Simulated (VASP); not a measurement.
Si: single point with LDA

The system is Si.

```
CELL_PARAMETERS angstrom
-3.32544 3.32544 1.92239
3.32544 -3.32544 1.92239
3.32544 3.32544 -1.92239
ATOMIC_POSITIONS crystal
Si 0.17880 0.17880 0.35760
Si 0.82120 0.82120 0.64240
Si 0.17880 0.82120 0.00000
Si 0.82120 0.17880 0.00000
```

| Property | Result |
| --- | --- |
| Program | VASP 6.6.1 |
| Task | single point |
| Functional | LDA |
| Potentials or basis | VASP PAW LDA potentials, release 64 (Si) |
| Cutoff | 520 eV |
| k mesh | 6 × 6 × 6 |
| Occupations | gaussian, width 0.1 eV |
| Spin | no spin polarisation |

The pressure is -1.8 GPa, the largest force is 0.020 eV/Å and the band gap on the k mesh is 0.18 eV, indirect (least direct gap 0.28 eV).

Forces on the atoms (eV/Å):
```
Si  -0.014 -0.014  0.000
Si   0.014  0.014  0.000
Si   0.014 -0.014  0.000
Si  -0.014  0.014  0.000
```

Stress tensor (GPa, compression positive):
```
-1.78  0.00  0.00
 0.00 -1.78  0.00
 0.00  0.00 -1.88
```

Levels at points of the mesh, in eV from the valence-band top:
```tsv
k point	band 4	band 5	band 6	band 7	band 8	band 9	band 10	band 11	band 12	band 13
(0.00, 0.00, 0.00)	-5.57	-3.77	-1.48	-1.48	-0.55	1.39	1.51	1.51	2.26	2.26
(0.50, 0.00, 0.00)	-6.14	-4.35	-3.51	-2.38	-1.42	0.75	2.30	2.94	3.45	4.12
(0.50, 0.50, 0.00)	-4.95	-2.84	-2.00	-1.91	-1.62	1.53	1.83	1.86	3.92	4.28
(0.50, 0.50, 0.50)	-5.05	-2.93	-0.22	0.00	0.00	0.28	3.07	3.44	3.98	4.45
```

Run time: 36 s on 1 thread of Intel(R) Xeon(R) Platinum 8375C CPU @ 2.90GHz (Ice Lake) (shared host), peak memory 0.19 GiB.

A k mesh can miss the band edges.
